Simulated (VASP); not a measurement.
# PbS (P1) in VASP: single point with PBEsol

Aim: the single point of PbS with PBEsol.

Everything below comes from runs of VASP 6.6.1. Logs are shortened: lines on timing, memory, paths and dates and some standing lists are left out, and cuts for length are marked.

### Step 1. The cell of the first run

The typed cell holds 16 atoms: a = 8.451 Å, b = 8.451 Å, c = 8.454 Å, α = 60.01°, β = 60.01°, γ = 60.00°.

### Step 2. Single point, PBEsol

Contents of INCAR:

```
SYSTEM = PbS
ALGO = Normal
EDIFF = 1E-6
ENCUT = 520
GGA = PS
ISIF = 2
ISMEAR = -1
LASPH = .TRUE.
LCHARG = .TRUE.
LELF = .TRUE.
LREAL = Auto
LVHAR = .TRUE.
LWAVE = .FALSE.
NBANDS = 94
NELM = 100
PREC = Accurate
SIGMA = 0.02
```

Contents of KPOINTS:

```
Automatic mesh
0
Gamma
  2 2 2
  0.5 0.5 0.5
```

Contents of POSCAR:

```
PbS
1.0
   -4.2253234116     -7.3184748273      0.0000000000
    4.2253234116     -7.3184748273      0.0000000000
    0.0000000000     -4.8789832182      6.9038325036
Pb S
8 8
Direct
    0.0081104712      0.0062680087      0.4724003658
    0.0008747027      0.0237560281      0.9593362812
    0.0053042195      0.5219236087      0.4726715195
    0.0325028685      0.5021980389      0.9639399560
    0.5062980045      0.0121675447      0.4774666822
    0.4895366537      0.0173709032      0.9862601673
    0.5288728863      0.4949585593      0.4729377485
    0.5258471505      0.5144636431      0.9613779008
    0.2730615686      0.2628138323      0.7258256914
    0.2651784412      0.2537274835      0.2271694742
    0.2521184299      0.7689875042      0.7223258961
    0.2636901080      0.7601858305      0.2137325897
    0.7597219839      0.2563633548      0.7162439120
    0.7736757503      0.2531877815      0.2334726399
    0.7614305161      0.7586929742      0.7251979241
    0.7713156540      0.7671360923      0.2287065915
```

Potentials or basis: VASP PAW PBE potentials, release 64 (Pb_d, S).

Launch:

```bash
cat potpaw_PBE.64/Pb_d/POTCAR potpaw_PBE.64/S/POTCAR > POTCAR
mpirun -np 1 vasp_std > vasp.out
```

OUTCAR:

```text
SYSTEM = PbS
   EDIFF = 1E-6
   ENCUT = 520
   GGA = PS
   ISIF = 2
   ISMEAR = -1
   LASPH = .TRUE.
   LREAL = Auto
   NELM = 100
   PREC = Accurate

 ion  position               nearest neighbor table
   1  0.008  0.006  0.472-  14 2.83  13 2.95  11 2.95  15 2.95  10 3.02  12 3.02   7 4.09   6 4.09
                             3 4.10
   2  0.001  0.024  0.959-  13 2.90  16 2.92  11 2.94  14 3.02   9 3.06  12 3.09   8 4.08
   3  0.005  0.522  0.473-  16 2.86  15 2.93  12 2.97  13 3.06  10 3.07   9 3.11   8 4.09   1 4.10

   4  0.033  0.502  0.964-   9 2.85  11 2.91  10 2.97  14 3.04  15 3.05  16 3.17   6 3.98
   5  0.506  0.012  0.477-  10 2.94  16 2.96  11 2.97   9 2.99  15 3.01  14 3.04
   6  0.490  0.017  0.986-  10 2.86   9 2.86  12 2.89  13 3.05  15 3.11  16 3.14   4 3.98   1 4.09

   7  0.529  0.495  0.473-  13 2.83  14 2.88   9 2.92  16 3.08  11 3.13  12 3.13   1 4.09
   8  0.526  0.514  0.961-  15 2.87  12 2.98  13 3.01  11 3.07  14 3.11  10 3.12   2 4.08   3 4.09

   9  0.273  0.263  0.726-   4 2.85   6 2.86   7 2.92   5 2.99   2 3.06   3 3.11
  10  0.265  0.254  0.227-   6 2.86   5 2.94   4 2.97   1 3.02   3 3.07   8 3.12
  11  0.252  0.769  0.722-   4 2.91   2 2.94   1 2.95   5 2.97   8 3.07   7 3.13
  12  0.264  0.760  0.214-   6 2.89   3 2.97   8 2.98   1 3.02   2 3.09   7 3.13
  13  0.760  0.256  0.716-   7 2.83   2 2.90   1 2.95   8 3.01   6 3.05   3 3.06
  14  0.774  0.253  0.233-   1 2.83   7 2.88   2 3.02   4 3.04   5 3.04   8 3.11
  15  0.761  0.759  0.725-   8 2.87   3 2.93   1 2.95   5 3.01   4 3.05   6 3.11
  16  0.771  0.767  0.229-   3 2.86   2 2.92   5 2.96   7 3.08   6 3.14   4 3.17

  LATTYP: Found a trigonal (rhomboedric) cell.
 ALAT       =     8.4538382100
 COS(alpha) =     0.5003774362

  Lattice vectors:

 A1 = (   4.2253234116,   2.4394916091,   6.9038325036)
 A2 = (  -4.2253234116,   2.4394916091,   6.9038325036)
 A3 = (   0.0000000000,  -4.8789832182,   6.9038325036)

Analysis of symmetry for initial positions (statically):
=====================================================================
 Subroutine PRICEL returns:
 Original cell was already a primitive cell.

 Routine SETGRP: Setting up the symmetry group for a
 trigonal (rhombohedral) supercell.

 Subroutine GETGRP returns: Found  1 space group operations
 (whereof  1 operations were pure point group operations)
 out of a pool of 12 trial point group operations.

The static configuration has the point symmetry C_1 .

Analysis of symmetry for dynamics (positions and initial velocities):
=====================================================================
 Subroutine PRICEL returns:
 Original cell was already a primitive cell.

 Routine SETGRP: Setting up the symmetry group for a
 trigonal (rhombohedral) supercell.

 Subroutine GETGRP returns: Found  1 space group operations
 (whereof  1 operations were pure point group operations)
 out of a pool of 12 trial point group operations.

The dynamic configuration has the point symmetry C_1 .

 Subroutine INISYM returns: Found  1 space group operations
 (whereof  1 operations are pure point group operations),
 and found     1 'primitive' translations

----------------------------------------------------------------------------------------

                                     Primitive cell

  volume of cell :     426.9734

  direct lattice vectors                    reciprocal lattice vectors
    -4.225323412 -7.318474827  0.000000000    -0.118334137 -0.068320246 -0.048282361
     4.225323412 -7.318474827  0.000000000     0.118334137 -0.068320246 -0.048282361
     0.000000000 -4.878983218  6.903832504     0.000000000  0.000000000  0.144847083

  length of vectors
     8.450646823  8.450646823  8.453838210     0.144920014  0.144920014  0.144847083

  position of ions in fractional coordinates (direct lattice)
     0.008110471  0.006268009  0.472400366
     0.000874703  0.023756028  0.959336281
     0.005304219  0.521923609  0.472671519
     0.032502869  0.502198039  0.963939956
     0.506298005  0.012167545  0.477466682
     0.489536654  0.017370903  0.986260167
[... 8 lines left out ...]
     0.761430516  0.758692974  0.725197924
     0.771315654  0.767136092  0.228706591

  ion indices of the primitive-cell ions
   primitive index   ion index
                 1           1
                 2           2
                 3           3
                 4           4
                 5           5
                 6           6
[... 8 lines left out ...]
                15          15
                16          16

----------------------------------------------------------------------------------------

 KPOINTS: Automatic mesh

Automatic generation of k-mesh.
 Grid dimensions read from file:
 generate k-points for:    2    2    2

 Generating k-lattice:

  Cartesian coordinates                     Fractional coordinates (reciprocal lattice)
    -0.059167069 -0.034160123 -0.024141181     0.500000000  0.000000000  0.000000000
     0.059167069 -0.034160123 -0.024141181     0.000000000  0.500000000  0.000000000
     0.000000000  0.000000000  0.072423542     0.000000000  0.000000000  0.500000000

  Length of vectors
     0.072460007  0.072460007  0.072423542

  Shift w.r.t. Gamma in fractional coordinates (k-lattice)
     0.500000000  0.500000000  0.500000000

 Subroutine IBZKPT returns following result:
 ===========================================

 Found     12 irreducible k-points:

 Following reciprocal coordinates:
            Coordinates               Weight
  0.250000  0.250000  0.250000      2.000000
  0.000000  0.250000  0.000000      2.000000
 -0.250000 -0.000000  0.000000      2.000000
 -0.250000  0.250000  0.250000      2.000000
  0.500000  0.250000  0.000000      2.000000
 -0.250000  0.500000  0.000000      2.000000
 -0.250000  0.250000 -0.250000      2.000000
  0.500000  0.250000  0.500000      2.000000
 -0.250000  0.500000  0.500000      2.000000
 -0.250000 -0.250000  0.250000      2.000000
 -0.000000 -0.250000  0.500000      2.000000
  0.250000  0.000000  0.500000      2.000000
   k-points           NKPTS =     12   k-points in BZ     NKDIM =     12   number of bands    NBANDS=     94
   number of dos      NEDOS =    301   number of ions     NIONS =     16
   total plane-waves  NPLWV = 262144
   dimension x,y,z NGX =    64 NGY =   64 NGZ =   64
   dimension x,y,z NGXF=   128 NGYF=  128 NGZF=  128
   ions per type =               8   8
   NGX,Y,Z   is equivalent  to a cutoff of  12.59, 12.59, 12.59 a.u.
   NGXF,Y,Z  is equivalent  to a cutoff of  25.18, 25.18, 25.17 a.u.
 SYSTEM =  PbS
   PREC   = accura    normal or accurate (medium, high low for compatibility)
   ISTART =      0    job   : 0-new  1-cont  2-samecut
   ICHARG =      2    charge: 1-file 2-atom 10-const
   ISPIN  =      1    spin polarized calculation?
   LNONCOLLINEAR =      F non collinear calculations
   LSORBIT =      F    spin-orbit coupling
   LASPH  =      T    aspherical Exc in radial PAW
   ENCUT  =  520.0 eV  38.22 Ry    6.18 a.u.  15.71 15.71 15.72*2*pi/ulx,y,z
   NELM   =    100;   NELMIN=  2; NELMDL= -5     # of ELM steps
   EDIFF  = 0.1E-05   stopping-criterion for ELM
   LREAL  =      T    real-space projection
   EDIFFG = 0.1E-04   stopping-criterion for IOM
   NSW    =      0    number of steps for IOM
   IBRION =     -1    ionic relax: 0-MD 1-quasi-New 2-CG
   NFREE  =      0    steps in history (QN), initial steepest desc. (CG)
   ISIF   =      2    stress and relaxation
   ISYM   =      2    0-nonsym 1-usesym 2-fastsym
   POTIM  = 0.5000    time-step for ionic-motion
   TEBEG  =    0.0;   TEEND  =   0.0 temperature during run
   PSTRESS=    0.0 pullay stress
   NELECT =     160.0000    total number of electrons
   NUPDOWN=      -1.0000    fix difference up-down
   EMIN   =  10.00;   EMAX   =-10.00  energy-range for DOS
   EFERMI =   0.00;   METHOD = LEGACY
   ISMEAR =    -1;   SIGMA  =   0.02  broadening in eV -4-tet -1-fermi 0-gaus
   EFERMI_NEDOS =   21; number of points for ismear=-14 and -15
   IALGO  =     38    algorithm
   IMIX   =      4    mixing-type and parameters
     AMIX     =   0.40;   BMIX     =  1.00
     AMIX_MAG =   1.60;   BMIX_MAG =  1.00
  volume/ion in A,a.u.               =      26.69       180.08
  Fermi-wavevector in a.u.,A,eV,Ry     =   1.180270  2.230386 18.953411  1.393036
  Thomas-Fermi vector in A             =   2.316565
   LORBIT       =      0    0 simple, 1 ext, 2 COOP (PROOUT), +10 PAW based schemes
   GGA     = PS    functional components
   LHFCALC =     F    Hartree Fock is set to
   AEXX    =    0.0000 exact exchange contribution
   IVDW    =     0    specifies the selected vdW correction
   LEPSILON=     F    determine dielectric tensor
   LRPA    =     F    only Hartree local field effects (RPA)
 non-spin polarized calculation
  energy-cutoff  :      520.00
  volume of cell :      426.97
 maximum number of plane-waves:     11504
 NGX is ok and might be reduce to    64
   NGX = 31   NGY = 31   NGZ = 31

 number of electron     160.0000002 magnetization

 Free energy of the ion-electron system (eV)
  ---------------------------------------------------
  ext. energy  EPLUGINS =         0.00000000
  ---------------------------------------------------
  free energy    TOTEN  =       -75.50775144 eV

  energy without entropy =      -75.50775144  energy(sigma->0) =      -75.50775144

 E-fermi :   5.3425     XC(G=0):  -9.7763

 val. band max:        4.8587552728   @ k =   0.2500   0.2500   0.2500
 cond. band min:       6.3623214924   @ k =   0.2500   0.2500   0.2500
 fundamental gap:      1.5035662196
 Fermi energy:         5.3424928087

 k-point     1 :       0.2500    0.2500    0.2500
  band No.  band energies     occupation
      1     -11.4522      2.00000
      2     -11.4473      2.00000
      3     -11.4352      2.00000
      4     -11.3917      2.00000
      5     -11.3885      2.00000
      6     -11.3787      2.00000
[... 84 lines left out ...]
     91       8.3707      0.00000
     92       8.4412      0.00000

 k-point     2 :       0.0000    0.2500    0.0000
  band No.  band energies     occupation
      1     -11.4525      2.00000
      2     -11.4478      2.00000
      3     -11.4353      2.00000
      4     -11.3917      2.00000
      5     -11.3885      2.00000
      6     -11.3777      2.00000
[... 1034 lines left out ...]
     91       8.4532      0.00000
     92       8.6671      0.00000
 [bands above 92 left out]

------------------------ aborting loop because EDIFF is reached ----------------------------------------

  FORCE on cell =-STRESS in cart. coord.  units (eV):
  Direction    XX          YY          ZZ          XY          YZ          ZX
  --------------------------------------------------------------------------------------
  -------------------------------------------------------------------------------------
  Total       -4.6697223     -5.0042073     -4.9592993      0.2665571     -0.4314815     -0.2451894
  in kB      -17.5226931    -18.7778166    -18.6093036      1.0002304     -1.6190939     -0.9200500
  external PRESSURE =     -18.3032711 kB  Pullay stress =       0.0000000 kB

 VOLUME and BASIS-vectors are now :
 -----------------------------------------------------------------------------
  energy-cutoff  :      520.00
  volume of cell :      426.97
      direct lattice vectors                 reciprocal lattice vectors
    -4.225323412 -7.318474827  0.000000000    -0.118334137 -0.068320246 -0.048282361
     4.225323412 -7.318474827  0.000000000     0.118334137 -0.068320246 -0.048282361
     0.000000000 -4.878983218  6.903832504     0.000000000  0.000000000  0.144847083

 POSITION                                       TOTAL-FORCE (eV/Angst)
 -----------------------------------------------------------------------------------
     -0.00778     -2.41006      3.26137        -0.172524     -0.116982     -0.035732
      0.09668     -4.86084      6.62310        -0.341458      0.028522      0.268443
      2.18288     -6.16466      3.26324        -0.015625     -0.005973     -0.188685
      1.98461     -8.61624      6.65488         0.295544     -0.064439      0.201985
     -2.08786     -6.12393      3.29635        -0.156352      0.038192     -0.137519
     -1.99505     -8.52174      6.80898        -0.312731     -0.056467     -0.013497
[... 8 lines left out ...]
     -0.01157    -14.66321      5.00664        -0.101298      0.022008      0.015273
     -0.01766    -12.37498      1.57895         0.027647      0.160116     -0.031248
 -----------------------------------------------------------------------------------
    total drift:                                0.006241     -0.003879     -0.003610

  FREE ENERGIE OF THE ION-ELECTRON SYSTEM (eV)
  ---------------------------------------------------
  free  energy   TOTEN  =       -75.5077514368 eV

  energy  without entropy=      -75.5077514368  energy(sigma->0) =      -75.50775144
```

Wall time 26 min (1 thread of Intel Xeon 8259CL, shared host); peak memory 0.72 GiB.

Results:

* Free energy: -75.5078 eV
* Pressure: -1.8 GPa
* Largest force: 0.527 eV/Å
* Band gap on the k mesh: 1.50 eV

Forces in eV/Å, atoms in the order of the input:
```
Pb  -0.173 -0.117 -0.036
Pb  -0.341  0.029  0.268
Pb  -0.016 -0.006 -0.189
Pb   0.296 -0.064  0.202
Pb  -0.156  0.038 -0.138
Pb  -0.313 -0.056 -0.013
Pb   0.337 -0.007 -0.214
Pb   0.227  0.109  0.213
S    0.082  0.111 -0.030
S    0.116 -0.034 -0.031
S   -0.332 -0.226  0.126
S   -0.026  0.033  0.072
S    0.012 -0.236  0.084
S    0.359  0.244 -0.300
S   -0.101  0.022  0.015
S    0.028  0.160 -0.031
```

Levels at points of the mesh, in eV from the valence-band top:
```
           k point  band 78  band 79  band 80  band 81  band 82  band 83
(0.25, 0.25, 0.25)    -0.42    -0.40     0.00     1.50     1.75     1.76
```

Caveat: the atoms stand as in a frame of molecular dynamics; the PAW data sets were made with another functional, which shifts forces and pressure a little; spin-orbit coupling is left out, which moves the levels of the heavy elements; a shifted mesh leaves out Γ, where band edges can lie.
